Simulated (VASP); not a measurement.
Wanted: the native input for a VASP 6.6.1 run.

| Item | Value |
| --- | --- |
| Task | single point |
| Functional | r2SCAN |
| Potentials or basis | VASP PAW PBE potentials, release 64 (Li_sv, H) |
| Cutoff | 520 eV |
| k mesh | 12 × 12 × 6 |
| Occupations | gaussian, width 0.01 eV |
| Spin | no spin polarisation |
| Dipole correction | no |
| Further INCAR settings | ALGO = Normal; EDIFF = 1e-06; NBANDS = 12 |

LiH:

```
Li H
1.0
     3.25482    0.00000    0.00000
    -1.62741    2.81876    0.00000
     0.00000    0.00000    4.06907
Li H
2 2
Direct
  0.33333 0.66667 0.25000
  0.66667 0.33333 0.75000
  0.66667 0.33333 0.25000
  0.33333 0.66667 0.75000
```

These files were run (other wordings do the same):

POSCAR

```
LiH
1.0
    3.2548234129      0.0000000001      0.0000000000
   -1.6274117065      2.8187597604      0.0000000000
    0.0000000000      0.0000000000      4.0690682529
Li H
2 2
Direct
    0.3333333333      0.6666666667      0.2500000000
    0.6666666667      0.3333333333      0.7500000000
    0.6666666667      0.3333333333      0.2500000000
    0.3333333333      0.6666666667      0.7500000000
```

INCAR.step1

```
SYSTEM = LiH
PREC = Accurate ; ENCUT = 520
ISMEAR = 0 ; SIGMA = 0.01
LREAL = .FALSE. ; LASPH = .TRUE.
NELM = 60 ; NBANDS = 12
GGA = PE ; ALGO = Normal
EDIFF = 1E-4 ; LWAVE = .TRUE.
LCHARG = .FALSE.
```

INCAR.step2

```
SYSTEM = LiH
PREC = Accurate ; ENCUT = 520
EDIFF = 1E-6 ; ISMEAR = 0
SIGMA = 0.01 ; LREAL = .FALSE.
LASPH = .TRUE. ; NELM = 60
ALGO = Normal ; ISIF = 2
LWAVE = .FALSE. ; LCHARG = .TRUE.
METAGGA = R2SCAN ; LMIXTAU = .TRUE.
LELF = .TRUE. ; LVHAR = .TRUE.
NBANDS = 12 ; ISTART = 1
```

KPOINTS

```
Automatic mesh
0
G
  12 12 6
  0 0 0
```

Potentials or basis: VASP PAW PBE potentials, release 64 (Li_sv, H).

Run with:

```sh
$ cat potpaw_PBE.64/Li_sv/POTCAR potpaw_PBE.64/H/POTCAR > POTCAR
$ cp INCAR.step1 INCAR
$ mpirun -np 1 vasp_std > vasp.out
$ cp INCAR.step2 INCAR
$ mpirun -np 1 vasp_std > vasp.out
```

Results of the run:

The band gap on the k mesh is 2.30 eV (least direct gap 3.61 eV).

Run time: 100 s on 1 thread of AMD EPYC 7R13 Processor (Zen 3), on a shared host, peak memory 0.13 GiB.
